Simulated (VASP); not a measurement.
# Pd in VASP: single point with RPBE

Aim: the single point of Pd with RPBE.

All numbers are computed with VASP 6.6.1; they aren't measurements. Logs are shortened: lines on timing, memory, paths and dates and some standing lists are left out, and cuts for length are marked.

### 1 The cell of the first run

The cell holds a slab with vacuum, 8 atoms: a = 3.979 Å, b = 3.979 Å, c = 22.969 Å, α = 90.00°, β = 90.00°, γ = 90.00°.

### 2 Single point, RPBE

The input, INCAR:

```
SYSTEM = Pd
PREC = Accurate
ENCUT = 520
EDIFF = 1E-6
ISMEAR = 0
SIGMA = 0.1
LREAL = .False.
LASPH = .True.
NELM = 60
ALGO = Normal
ISIF = 2
LWAVE = .False.
LCHARG = .False.
LDIPOL = .True.
IDIPOL = 3
DIPOL = 0.5 0.5 0.499
GGA = RP
NBANDS = 50
```

The input, KPOINTS:

```
Automatic mesh
0
Gamma
  7 7 1
  0 0 0
```

The input, POSCAR:

```
Pd
1.0
    3.9794748157      0.0000000000      0.0000000000
    0.0000000000      3.9794748157      0.0000000000
    0.0000000000      0.0000000000     22.9692122235
Pd
8
Direct
    0.0000000000      0.5000000000      0.3700605801
    0.5000000000      0.0000000000      0.3700605801
    0.5000000000      0.5000000000      0.4566868600
    0.0000000000      0.0000000000      0.4566868600
    0.0000000000      0.5000000000      0.5423587427
    0.5000000000      0.0000000000      0.5423587427
    0.5000000000      0.5000000000      0.6276838822
    0.0000000000      0.0000000000      0.6276838822
```

Potentials or basis: VASP PAW PBE potentials, release 64 (Pd).

Launch:

```console
cat potpaw_PBE.64/Pd/POTCAR > POTCAR
mpirun -np 1 vasp_std > vasp.out
```

OUTCAR:

```text
SYSTEM = Pd
   PREC = Accurate
   ENCUT = 520
   EDIFF = 1E-6
   ISMEAR = 0
   LREAL = .False.
   LASPH = .True.
   NELM = 60
   ISIF = 2
   GGA = RP

 ion  position               nearest neighbor table
   1  0.000  0.500  0.370-   3 2.81   4 2.81   4 2.81   3 2.81   2 2.81   2 2.81   2 2.81   2 2.81

   2  0.500  0.000  0.370-   3 2.81   4 2.81   3 2.81   4 2.81   1 2.81   1 2.81   1 2.81   1 2.81

   3  0.500  0.500  0.457-   5 2.80   6 2.80   6 2.80   5 2.80   2 2.81   1 2.81   1 2.81   2 2.81
                             4 2.81   4 2.81   4 2.81   4 2.81
   4  0.000  0.000  0.457-   5 2.80   6 2.80   5 2.80   6 2.80   1 2.81   1 2.81   2 2.81   2 2.81
                             3 2.81   3 2.81   3 2.81   3 2.81
   5  0.000  0.500  0.542-   7 2.79   8 2.79   8 2.79   7 2.79   4 2.80   3 2.80   3 2.80   4 2.80
                             6 2.81   6 2.81   6 2.81   6 2.81
   6  0.500  0.000  0.542-   7 2.79   8 2.79   7 2.79   8 2.79   3 2.80   3 2.80   4 2.80   4 2.80
                             5 2.81   5 2.81   5 2.81   5 2.81
   7  0.500  0.500  0.628-   5 2.79   6 2.79   6 2.79   5 2.79   8 2.81   8 2.81   8 2.81   8 2.81

   8  0.000  0.000  0.628-   5 2.79   6 2.79   5 2.79   6 2.79   7 2.81   7 2.81   7 2.81   7 2.81

  LATTYP: Found a simple tetragonal cell.
 ALAT       =     3.9794748157
 C/A-ratio  =     5.7719204888

  Lattice vectors:

 A1 = (   3.9794748157,   0.0000000000,   0.0000000000)
 A2 = (   0.0000000000,   3.9794748157,   0.0000000000)
 A3 = (   0.0000000000,   0.0000000000,  22.9692122235)

Analysis of symmetry for initial positions (statically):
=====================================================================
 Subroutine PRICEL returns following result:

  LATTYP: Found a simple tetragonal cell.
 ALAT       =     2.8139136277
 C/A-ratio  =     8.1627282362

  Lattice vectors:

 A1 = (   1.9897374079,  -1.9897374079,   0.0000000000)
 A2 = (   1.9897374079,   1.9897374079,   0.0000000000)
 A3 = (   0.0000000000,   0.0000000000,  22.9692122235)

   2 primitive cells build up your supercell.

 Routine SETGRP: Setting up the symmetry group for a
 simple tetragonal supercell.

 Subroutine GETGRP returns: Found  8 space group operations
 (whereof  8 operations were pure point group operations)
 out of a pool of 16 trial point group operations.

The static configuration has the point symmetry C_4v.

Analysis of symmetry for dynamics (positions and initial velocities):
=====================================================================
 Subroutine PRICEL returns following result:

  LATTYP: Found a simple tetragonal cell.
 ALAT       =     2.8139136277
 C/A-ratio  =     8.1627282362

  Lattice vectors:

 A1 = (   1.9897374079,  -1.9897374079,   0.0000000000)
 A2 = (   1.9897374079,   1.9897374079,   0.0000000000)
 A3 = (   0.0000000000,   0.0000000000,  22.9692122235)

   2 primitive cells build up your supercell.

 Routine SETGRP: Setting up the symmetry group for a
 simple tetragonal supercell.

 Subroutine GETGRP returns: Found  8 space group operations
 (whereof  8 operations were pure point group operations)
 out of a pool of 16 trial point group operations.

The dynamic configuration has the point symmetry C_4v.

 Subroutine INISYM returns: Found  8 space group operations
 (whereof  8 operations are pure point group operations),
 and found     2 'primitive' translations

----------------------------------------------------------------------------------------

                                     Primitive cell

  volume of cell :     181.8727

  direct lattice vectors                    reciprocal lattice vectors
     1.989737408 -1.989737408  0.000000000     0.251289441 -0.251289441  0.000000000
     1.989737408  1.989737408  0.000000000     0.251289441  0.251289441  0.000000000
     0.000000000  0.000000000 22.969212224     0.000000000  0.000000000  0.043536539

  length of vectors
     2.813913628  2.813913628 22.969212224     0.355376935  0.355376935  0.043536539

  position of ions in fractional coordinates (direct lattice)
     0.500000000  0.500000000  0.370060580
     0.000000000  0.000000000  0.456686860
     0.500000000  0.500000000  0.542358743
     0.000000000  0.000000000  0.627683882

  ion indices of the primitive-cell ions
   primitive index   ion index
                 1           1
                 2           3
                 3           5
                 4           7

----------------------------------------------------------------------------------------

 KPOINTS: Automatic mesh

Automatic generation of k-mesh.
 Grid dimensions read from file:
 generate k-points for:    7    7    1

 Generating k-lattice:

  Cartesian coordinates                     Fractional coordinates (reciprocal lattice)
     0.035898492  0.000000000  0.000000000     0.142857143  0.000000000  0.000000000
     0.000000000  0.035898492  0.000000000     0.000000000  0.142857143  0.000000000
     0.000000000  0.000000000  0.043536539     0.000000000  0.000000000  1.000000000

  Length of vectors
     0.035898492  0.035898492  0.043536539

  Shift w.r.t. Gamma in fractional coordinates (k-lattice)
     0.000000000  0.000000000  0.000000000

 Subroutine IBZKPT returns following result:
 ===========================================

 Found     10 irreducible k-points:

 Following reciprocal coordinates:
            Coordinates               Weight
  0.000000  0.000000  0.000000      1.000000
  0.142857  0.000000  0.000000      4.000000
  0.285714  0.000000  0.000000      4.000000
  0.428571  0.000000  0.000000      4.000000
  0.142857  0.142857  0.000000      4.000000
  0.285714  0.142857  0.000000      8.000000
  0.428571  0.142857  0.000000      8.000000
  0.285714  0.285714  0.000000      4.000000
  0.428571  0.285714  0.000000      8.000000
  0.428571  0.428571  0.000000      4.000000
   k-points           NKPTS =     10   k-points in BZ     NKDIM =     10   number of bands    NBANDS=     50
   number of dos      NEDOS =    301   number of ions     NIONS =      8
   total plane-waves  NPLWV = 162000
   dimension x,y,z NGX =    30 NGY =   30 NGZ =  180
   dimension x,y,z NGXF=    60 NGYF=   60 NGZF=  360
   ions per type =               8
   NGX,Y,Z   is equivalent  to a cutoff of  12.53, 12.53, 13.03 a.u.
   NGXF,Y,Z  is equivalent  to a cutoff of  25.07, 25.07, 26.06 a.u.
 SYSTEM =  Pd
   PREC   = accura    normal or accurate (medium, high low for compatibility)
   ISTART =      0    job   : 0-new  1-cont  2-samecut
   ICHARG =      2    charge: 1-file 2-atom 10-const
   ISPIN  =      1    spin polarized calculation?
   LNONCOLLINEAR =      F non collinear calculations
   LSORBIT =      F    spin-orbit coupling
   LASPH  =      T    aspherical Exc in radial PAW
   ENCUT  =  520.0 eV  38.22 Ry    6.18 a.u.   7.40  7.40 42.71*2*pi/ulx,y,z
   NELM   =     60;   NELMIN=  2; NELMDL= -5     # of ELM steps
   EDIFF  = 0.1E-05   stopping-criterion for ELM
   LREAL  =      F    real-space projection
   EDIFFG = 0.1E-04   stopping-criterion for IOM
   NSW    =      0    number of steps for IOM
   IBRION =     -1    ionic relax: 0-MD 1-quasi-New 2-CG
   NFREE  =      0    steps in history (QN), initial steepest desc. (CG)
   ISIF   =      2    stress and relaxation
   ISYM   =      2    0-nonsym 1-usesym 2-fastsym
   POTIM  = 0.5000    time-step for ionic-motion
   TEBEG  =    0.0;   TEEND  =   0.0 temperature during run
   PSTRESS=    0.0 pullay stress
   NELECT =      80.0000    total number of electrons
   NUPDOWN=      -1.0000    fix difference up-down
   EMIN   =  10.00;   EMAX   =-10.00  energy-range for DOS
   EFERMI =   0.00;   METHOD = LEGACY
   ISMEAR =     0;   SIGMA  =   0.10  broadening in eV -4-tet -1-fermi 0-gaus
   EFERMI_NEDOS =   21; number of points for ismear=-14 and -15
   IALGO  =     38    algorithm
   IMIX   =      4    mixing-type and parameters
     AMIX     =   0.40;   BMIX     =  1.00
     AMIX_MAG =   1.60;   BMIX_MAG =  1.00
  volume/ion in A,a.u.               =      45.47       306.83
  Fermi-wavevector in a.u.,A,eV,Ry     =   0.988187  1.867402 13.286262  0.976513
  Thomas-Fermi vector in A             =   2.119695
   LORBIT       =      0    0 simple, 1 ext, 2 COOP (PROOUT), +10 PAW based schemes
   GGA     = RP    functional components
   LHFCALC =     F    Hartree Fock is set to
   AEXX    =    0.0000 exact exchange contribution
   IVDW    =     0    specifies the selected vdW correction
   LEPSILON=     F    determine dielectric tensor
   LRPA    =     F    only Hartree local field effects (RPA)
 non-spin polarized calculation
 Gauss-broadening in eV      SIGMA  =   0.10
  energy-cutoff  :      520.00
  volume of cell :      363.75
 maximum number of plane-waves:      9893
 NGX is ok and might be reduce to    30
   NGX = 15   NGY = 15   NGZ = 85

 dipolmoment           0.000000      0.000000      0.001850 electrons x Angstroem

 number of electron      79.9999966 magnetization

 dipolmoment           0.000000      0.000000     -0.000242 electrons x Angstroem

 Free energy of the ion-electron system (eV)
  ---------------------------------------------------
  ext. energy  EPLUGINS =         0.00000000
  ---------------------------------------------------
  free energy    TOTEN  =       -34.52322952 eV

  energy without entropy =      -34.41526639  energy(sigma->0) =      -34.46924795

 E-fermi :  -0.0956     XC(G=0):  -5.1519

 val. band max:       -0.0967212048   @ k =   0.2857   0.2857   0.0000
 cond. band min:      -0.0806876066   @ k =   0.4286   0.2857   0.0000
 fundamental gap:      0.0160335982
 Fermi energy:        -0.0956063418

 k-point     1 :       0.0000    0.0000    0.0000
  band No.  band energies     occupation
      1      -6.1374      2.00000
      2      -4.8576      2.00000
      3      -4.6154      2.00000
      4      -4.5966      2.00000
      5      -4.5253      2.00000
      6      -4.4786      2.00000
[... 42 lines left out ...]
     49       4.8251      0.00000
     50       5.8012      0.00000
[... 475 lines left out ...]
     49       5.0928      0.00000
     50       5.0947      0.00000

------------------------ aborting loop because EDIFF is reached ----------------------------------------

 vacuum level on the upper side and lower side of the slab       (xc-potential included)        -0.161        -0.159

  FORCE on cell =-STRESS in cart. coord.  units (eV):
  Direction    XX          YY          ZZ          XY          YZ          ZX
  --------------------------------------------------------------------------------------
  -------------------------------------------------------------------------------------
  Total       -3.2620416     -3.2620416     -0.6386447      0.0000000      0.0000000      0.0000000
  in kB      -14.3682031    -14.3682031     -2.8130166      0.0000000      0.0000000      0.0000000
  external PRESSURE =     -10.5164743 kB  Pullay stress =       0.0000000 kB

 VOLUME and BASIS-vectors are now :
 -----------------------------------------------------------------------------
  energy-cutoff  :      520.00
  volume of cell :      363.75
      direct lattice vectors                 reciprocal lattice vectors
     3.979474816  0.000000000  0.000000000     0.251289441  0.000000000  0.000000000
     0.000000000  3.979474816  0.000000000     0.000000000  0.251289441  0.000000000
     0.000000000  0.000000000 22.969212224     0.000000000  0.000000000  0.043536539

 POSITION                                       TOTAL-FORCE (eV/Angst)
 -----------------------------------------------------------------------------------
      0.00000      1.98974      8.50000         0.000000     -0.000000      0.127829
      1.98974      0.00000      8.50000         0.000000      0.000000      0.127829
      1.98974      1.98974     10.48974        -0.000000      0.000000     -0.119208
      0.00000      0.00000     10.48974         0.000000      0.000000     -0.119208
      0.00000      1.98974     12.45755         0.000000     -0.000000      0.000418
      1.98974      0.00000     12.45755         0.000000     -0.000000      0.000418
      1.98974      1.98974     14.41740         0.000000     -0.000000     -0.009038
      0.00000      0.00000     14.41740         0.000000     -0.000000     -0.009038
 -----------------------------------------------------------------------------------
    total drift:                                0.000000     -0.000000     -0.000073

  FREE ENERGIE OF THE ION-ELECTRON SYSTEM (eV)
  ---------------------------------------------------
  free  energy   TOTEN  =       -34.5232295162 eV

  energy  without entropy=      -34.4152663911  energy(sigma->0) =      -34.46924795

 vacuum level on the upper side and lower side of the slab         4.616         4.619
```

Run time: 3.6 min. Hardware: 1 thread of Intel Xeon 6975P-C (Granite Rapids), shared host; peak memory 0.45 GiB.

What came out:

* Free energy: -34.5232 eV
* Largest force: 0.128 eV/Å
* Band gap on the k mesh: zero (band 40 reaches 0.14 eV, above the bottom of band 41 at -0.12 eV)

Forces in eV/Å, atoms in the order of the input:
```
Pd   0.000  0.000  0.128
Pd   0.000  0.000  0.128
Pd   0.000  0.000 -0.119
Pd   0.000  0.000 -0.119
Pd   0.000  0.000  0.000
Pd   0.000  0.000  0.000
Pd   0.000  0.000 -0.009
Pd   0.000  0.000 -0.009
```

Levels at points of the mesh, in eV from the Fermi level:
| k point | band 37 | band 38 | band 39 | band 40 | band 41 | band 42 | band 43 | band 44 |
| --- | --- | --- | --- | --- | --- | --- | --- | --- |
| (0.00, 0.00, 0.00) | -0.02 | 0.10 | 0.10 | 0.24 | 0.25 | 0.53 | 0.56 | 1.27 |

Caveat: the PAW data sets were made with another functional, which shifts forces and pressure a little.
